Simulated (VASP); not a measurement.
# Al3Pt (P-3m1) in VASP: a series of runs

The runs below take Al3Pt through single point, with PBE.

Everything below comes from runs of VASP 6.6.1. Logs are shortened: lines on timing, memory, paths and dates and some standing lists are left out, and cuts for length are marked.

### Step 1. The cell of the first run

Symmetry: P-3m1, No. 164, trigonal system. The conventional cell has a = 3.900 Å, b = 3.900 Å, c = 5.098 Å, α = 90.00°, β = 90.00°, γ = 120.00°. Within 3.1 Å of Al (site symmetry 3m) lie 6 Al at 2.34 to 2.58 Å and 3 Pt at 2.96 Å. Within 3.1 Å of Al (site symmetry -3m) lie 6 Al at 2.34 Å and 2 Pt at 2.55 Å. Within 3.4 Å of Pt (site symmetry -3m) lie 8 Al at 2.55 to 2.96 Å.

### Step 2. Single point, PBE

File INCAR:

```
SYSTEM = Al3Pt
PREC     = Accurate       ! precision mode
ENCUT    = 520            ! plane-wave cutoff, eV
EDIFF    = 1E-6           ! SCF threshold, eV
ISMEAR   = 0              ! smearing method
SIGMA    = 0.1            ! smearing width, eV
LREAL    = .False.        ! projectors in reciprocal space
LASPH    = .True.         ! aspherical terms in the spheres
NELM     = 80             ! most SCF steps
ALGO     = Normal         ! electronic algorithm
ISIF     = 2              ! what is computed and relaxed
LWAVE    = .False.        ! write WAVECAR
LCHARG   = .True.         ! write CHGCAR
GGA      = PE             ! functional
LELF     = .True.         ! ELF
LVHAR    = .True.       
NBANDS   = 18             ! bands
```

File KPOINTS:

```
regular mesh
0
Gamma
  6 6 4
  0 0 0
```

File POSCAR:

```
Al3Pt
1.0
    3.8999924200      0.0000000000      0.0000000000
   -1.9499962100      3.3774925100      0.0000000000
    0.0000000000      0.0000000000      5.0981204700
Al Pt
3 1
Direct
    0.3333333300      0.6666666700      0.1238077600
    0.6666666700      0.3333333300      0.8761922400
    0.0000000000      0.0000000000      0.0000000000
    0.0000000000      0.0000000000      0.5000000000
```

Potentials or basis: VASP PAW PBE potentials, release 64 (Al, Pt).

Launch:

```bash
cat potpaw_PBE.64/Al/POTCAR potpaw_PBE.64/Pt/POTCAR > POTCAR
mpirun -np 1 vasp_std > vasp.out
```

OUTCAR:

```text
SYSTEM = Al3Pt
   PREC = Accurate
   ENCUT = 520
   EDIFF = 1E-6
   ISMEAR = 0
   LREAL = .False.
   LASPH = .True.
   NELM = 80
   ISIF = 2
   GGA = PE

 ion  position               nearest neighbor table
   1  0.333  0.667  0.124-   3 2.34   3 2.34   3 2.34   2 2.58   2 2.58   2 2.58   4 2.96   4 2.96
                             4 2.96
   2  0.667  0.333  0.876-   3 2.34   3 2.34   3 2.34   1 2.58   1 2.58   1 2.58   4 2.96   4 2.96
                             4 2.96
   3  0.000  0.000  0.000-   1 2.34   2 2.34   1 2.34   2 2.34   2 2.34   1 2.34   4 2.55   4 2.55

   4  0.000  0.000  0.500-   3 2.55   3 2.55   1 2.96   2 2.96   1 2.96   2 2.96   2 2.96   1 2.96

  LATTYP: Found a hexagonal cell.
 ALAT       =     3.8999924200
 C/A-ratio  =     1.3072129176

  Lattice vectors:

 A1 = (   3.8999924200,   0.0000000000,   0.0000000000)
 A2 = (  -1.9499962100,   3.3774925100,   0.0000000000)
 A3 = (   0.0000000000,   0.0000000000,   5.0981204700)

Analysis of symmetry for initial positions (statically):
=====================================================================
 Subroutine PRICEL returns:
 Original cell was already a primitive cell.

 Routine SETGRP: Setting up the symmetry group for a
 hexagonal supercell.

 Subroutine GETGRP returns: Found 12 space group operations
 (whereof 12 operations were pure point group operations)
 out of a pool of 24 trial point group operations.

The static configuration has the point symmetry D_3d.

Analysis of symmetry for dynamics (positions and initial velocities):
=====================================================================
 Subroutine PRICEL returns:
 Original cell was already a primitive cell.

 Routine SETGRP: Setting up the symmetry group for a
 hexagonal supercell.

 Subroutine GETGRP returns: Found 12 space group operations
 (whereof 12 operations were pure point group operations)
 out of a pool of 24 trial point group operations.

The dynamic configuration has the point symmetry D_3d.

 Subroutine INISYM returns: Found 12 space group operations
 (whereof 12 operations are pure point group operations),
 and found     1 'primitive' translations

----------------------------------------------------------------------------------------

                                     Primitive cell

  volume of cell :      67.1534

  direct lattice vectors                    reciprocal lattice vectors
     3.899992420  0.000000000  0.000000000     0.256410755  0.148038818  0.000000000
    -1.949996210  3.377492510  0.000000000     0.000000000  0.296077637  0.000000000
     0.000000000  0.000000000  5.098120470     0.000000000  0.000000000  0.196150720

  length of vectors
     3.899992420  3.899992420  5.098120470     0.296077637  0.296077637  0.196150720

  position of ions in fractional coordinates (direct lattice)
     0.333333330  0.666666670  0.123807760
     0.666666670  0.333333330  0.876192240
     0.000000000  0.000000000  0.000000000
     0.000000000  0.000000000  0.500000000

  ion indices of the primitive-cell ions
   primitive index   ion index
                 1           1
                 2           2
                 3           3
                 4           4

----------------------------------------------------------------------------------------

 KPOINTS: regular mesh

Automatic generation of k-mesh.
 Grid dimensions read from file:
 generate k-points for:    6    6    4

 Generating k-lattice:

  Cartesian coordinates                     Fractional coordinates (reciprocal lattice)
     0.042735126  0.024673136  0.000000000     0.166666667  0.000000000  0.000000000
     0.000000000  0.049346273  0.000000000     0.000000000  0.166666667  0.000000000
     0.000000000  0.000000000  0.049037680     0.000000000  0.000000000  0.250000000

  Length of vectors
     0.049346273  0.049346273  0.049037680

  Shift w.r.t. Gamma in fractional coordinates (k-lattice)
     0.000000000  0.000000000  0.000000000

 Subroutine IBZKPT returns following result:
 ===========================================

 Found     24 irreducible k-points:

 Following reciprocal coordinates:
            Coordinates               Weight
  0.000000  0.000000  0.000000      1.000000
  0.166667  0.000000  0.000000      6.000000
  0.333333  0.000000  0.000000      6.000000
  0.500000  0.000000  0.000000      3.000000
  0.166667  0.166667  0.000000      6.000000
  0.333333  0.166667  0.000000     12.000000
[... 16 lines left out ...]
  0.333333  0.166667  0.500000     12.000000
  0.333333  0.333333  0.500000      2.000000
   k-points           NKPTS =     24   k-points in BZ     NKDIM =     24   number of bands    NBANDS=     18
   number of dos      NEDOS =    301   number of ions     NIONS =      4
   total plane-waves  NPLWV =  36000
   dimension x,y,z NGX =    30 NGY =   30 NGZ =   40
   dimension x,y,z NGXF=    60 NGYF=   60 NGZF=   80
   ions per type =               3   1
   NGX,Y,Z   is equivalent  to a cutoff of  12.79, 12.79, 13.04 a.u.
   NGXF,Y,Z  is equivalent  to a cutoff of  25.58, 25.58, 26.09 a.u.
 SYSTEM =  Al3Pt
   PREC   = accura    normal or accurate (medium, high low for compatibility)
   ISTART =      0    job   : 0-new  1-cont  2-samecut
   ICHARG =      2    charge: 1-file 2-atom 10-const
   ISPIN  =      1    spin polarized calculation?
   LNONCOLLINEAR =      F non collinear calculations
   LSORBIT =      F    spin-orbit coupling
   LASPH  =      T    aspherical Exc in radial PAW
   ENCUT  =  520.0 eV  38.22 Ry    6.18 a.u.   7.25  7.25  9.48*2*pi/ulx,y,z
   NELM   =     80;   NELMIN=  2; NELMDL= -5     # of ELM steps
   EDIFF  = 0.1E-05   stopping-criterion for ELM
   LREAL  =      F    real-space projection
   EDIFFG = 0.1E-04   stopping-criterion for IOM
   NSW    =      0    number of steps for IOM
   IBRION =     -1    ionic relax: 0-MD 1-quasi-New 2-CG
   NFREE  =      0    steps in history (QN), initial steepest desc. (CG)
   ISIF   =      2    stress and relaxation
   ISYM   =      2    0-nonsym 1-usesym 2-fastsym
   POTIM  = 0.5000    time-step for ionic-motion
   TEBEG  =    0.0;   TEEND  =   0.0 temperature during run
   PSTRESS=    0.0 pullay stress
   NELECT =      19.0000    total number of electrons
   NUPDOWN=      -1.0000    fix difference up-down
   EMIN   =  10.00;   EMAX   =-10.00  energy-range for DOS
   EFERMI =   0.00;   METHOD = LEGACY
   ISMEAR =     0;   SIGMA  =   0.10  broadening in eV -4-tet -1-fermi 0-gaus
   EFERMI_NEDOS =   21; number of points for ismear=-14 and -15
   IALGO  =     38    algorithm
   IMIX   =      4    mixing-type and parameters
     AMIX     =   0.40;   BMIX     =  1.00
     AMIX_MAG =   1.60;   BMIX_MAG =  1.00
  volume/ion in A,a.u.               =      16.79       113.29
  Fermi-wavevector in a.u.,A,eV,Ry     =   1.074740  2.030963 15.715618  1.155065
  Thomas-Fermi vector in A             =   2.210576
   LORBIT       =      0    0 simple, 1 ext, 2 COOP (PROOUT), +10 PAW based schemes
   GGA     = PE    functional components
   LHFCALC =     F    Hartree Fock is set to
   AEXX    =    0.0000 exact exchange contribution
   IVDW    =     0    specifies the selected vdW correction
   LEPSILON=     F    determine dielectric tensor
   LRPA    =     F    only Hartree local field effects (RPA)
 non-spin polarized calculation
 Gauss-broadening in eV      SIGMA  =   0.10
  energy-cutoff  :      520.00
  volume of cell :       67.15
 maximum number of plane-waves:      1837
 NGX is ok and might be reduce to    30
   NGX = 15   NGY = 15   NGZ = 19

 number of electron      19.0000000 magnetization

 Free energy of the ion-electron system (eV)
  ---------------------------------------------------
  ext. energy  EPLUGINS =         0.00000000
  ---------------------------------------------------
  free energy    TOTEN  =       -15.41052983 eV

  energy without entropy =      -15.39799893  energy(sigma->0) =      -15.40426438

 E-fermi :   7.5510     XC(G=0): -10.5648

 val. band max:        7.5022075778   @ k =   0.3333   0.0000   0.5000
 cond. band min:       7.5519004488   @ k =   0.5000   0.0000   0.2500
 fundamental gap:      0.0496928710
 Fermi energy:         7.5509725358

 k-point     1 :       0.0000    0.0000    0.0000
  band No.  band energies     occupation
      1      -3.6312      2.00000
      2       3.4201      2.00000
      3       3.6082      2.00000
      4       4.8587      2.00000
      5       4.8587      2.00000
      6       5.0544      2.00000
[... 10 lines left out ...]
     17      15.3311      0.00000
     18      16.8669      0.00000

 k-point     2 :       0.1667    0.0000    0.0000
  band No.  band energies     occupation
      1      -3.2789      2.00000
      2       3.3980      2.00000
      3       3.7711      2.00000
      4       4.3442      2.00000
      5       4.8408      2.00000
      6       5.0425      2.00000
[... 10 lines left out ...]
     17      14.9294      0.00000
     18      16.3729      0.00000

 k-point     3 :       0.3333    0.0000    0.0000
  band No.  band energies     occupation
      1      -2.2450      2.00000
      2       1.7469      2.00000
      3       3.4192      2.00000
      4       4.3429      2.00000
      5       4.7694      2.00000
      6       5.0517      2.00000
[... 10 lines left out ...]
     17      15.0321      0.00000
     18      16.4864      0.00000

 k-point     4 :       0.5000    0.0000    0.0000
  band No.  band energies     occupation
      1      -0.9060      2.00000
      2      -0.1112      2.00000
      3       3.3904      2.00000
      4       4.3335      2.00000
      5       4.7422      2.00000
      6       4.8129      2.00000
[... 10 lines left out ...]
     17      16.5084      0.00000
     18      16.5856      0.00000

 k-point     5 :       0.1667    0.1667    0.0000
  band No.  band energies     occupation
      1      -2.5846      2.00000
      2       2.9068      2.00000
      3       3.1952      2.00000
      4       3.8480      2.00000
      5       4.5539      2.00000
      6       4.8665      2.00000
[... 10 lines left out ...]
     17      16.6919      0.00000
     18      16.8719      0.00000

 k-point     6 :       0.3333    0.1667    0.0000
  band No.  band energies     occupation
      1      -1.2627      2.00000
      2       0.8475      2.00000
      3       2.6538      2.00000
      4       3.7052      2.00000
      5       4.4685      2.00000
      6       5.1111      2.00000
[... 307 lines left out ...]
 k-point    21 :       0.5000    0.0000    0.5000
  band No.  band energies     occupation
      1      -0.2289      2.00000
      2      -0.1176      2.00000
      3       2.4782      2.00000
      4       3.6502      2.00000
      5       4.4229      2.00000
      6       4.8269      2.00000
[... 10 lines left out ...]
     17      16.0108      0.00000
     18      16.8082      0.00000

 k-point    22 :       0.1667    0.1667    0.5000
  band No.  band energies     occupation
      1      -2.1171      2.00000
      2       1.4959      2.00000
      3       3.0562      2.00000
      4       3.2381      2.00000
      5       4.3514      2.00000
      6       4.9614      2.00000
[... 10 lines left out ...]
     17      16.3215      0.00000
     18      16.7299      0.00000

 k-point    23 :       0.3333    0.1667    0.5000
  band No.  band energies     occupation
      1      -0.8090      2.00000
      2       1.0441      2.00000
      3       2.4219      2.00000
      4       2.6734      2.00000
      5       4.5093      2.00000
      6       4.7866      2.00000
[... 10 lines left out ...]
     17      16.4004      0.00000
     18      16.8936      0.00000

 k-point    24 :       0.3333    0.3333    0.5000
  band No.  band energies     occupation
      1       0.7214      2.00000
      2       0.7214      2.00000
      3       0.8072      2.00000
      4       2.8352      2.00000
      5       4.6948      2.00000
      6       4.6948      2.00000
[... 10 lines left out ...]
     17      15.4928      0.00000
     18      16.3539      0.00000

------------------------ aborting loop because EDIFF is reached ----------------------------------------

  FORCE on cell =-STRESS in cart. coord.  units (eV):
  Direction    XX          YY          ZZ          XY          YZ          ZX
  --------------------------------------------------------------------------------------
  -------------------------------------------------------------------------------------
  Total       12.3070748     12.3070748     -1.3839925      0.0000000     -0.0000000      0.0000000
  in kB      293.6278006    293.6278005    -33.0199232      0.0000000     -0.0000000      0.0000000
  external PRESSURE =     184.7452260 kB  Pullay stress =       0.0000000 kB

 VOLUME and BASIS-vectors are now :
 -----------------------------------------------------------------------------
  energy-cutoff  :      520.00
  volume of cell :       67.15
      direct lattice vectors                 reciprocal lattice vectors
     3.899992420  0.000000000  0.000000000     0.256410755  0.148038818  0.000000000
    -1.949996210  3.377492510  0.000000000     0.000000000  0.296077637  0.000000000
     0.000000000  0.000000000  5.098120470     0.000000000  0.000000000  0.196150720

 POSITION                                       TOTAL-FORCE (eV/Angst)
 -----------------------------------------------------------------------------------
     -0.00000      2.25166      0.63119        -0.000000      0.000000      4.041618
      1.95000      1.12583      4.46693         0.000000     -0.000000     -4.041618
      0.00000      0.00000      0.00000         0.000000      0.000000      0.000000
      0.00000      0.00000      2.54906        -0.000000      0.000000      0.000000
 -----------------------------------------------------------------------------------
    total drift:                                0.000000      0.000000     -0.000000

  FREE ENERGIE OF THE ION-ELECTRON SYSTEM (eV)
  ---------------------------------------------------
  free  energy   TOTEN  =       -15.4105298313 eV

  energy  without entropy=      -15.3979989314  energy(sigma->0) =      -15.40426438
```

Wall time 23 s (1 thread of Intel Xeon Platinum 8375C at 2.90GHz (Ice Lake), shared host); peak memory 0.19 GiB.

Results:

- Free energy: -15.4105 eV
- Pressure: 18.5 GPa
- Largest force: 4.042 eV/Å

Forces in eV/Å, atoms in the order of the input:
```
Al   0.000  0.000  4.042
Al   0.000  0.000 -4.042
Al   0.000  0.000  0.000
Pt   0.000  0.000  0.000
```

Caveat: spin-orbit coupling is left out, which moves the levels of the heavy elements; forces of over 1 eV/Å act on the atoms, so gaps and moduli don't describe the material at rest.

(Continued in part 2 of 2.)
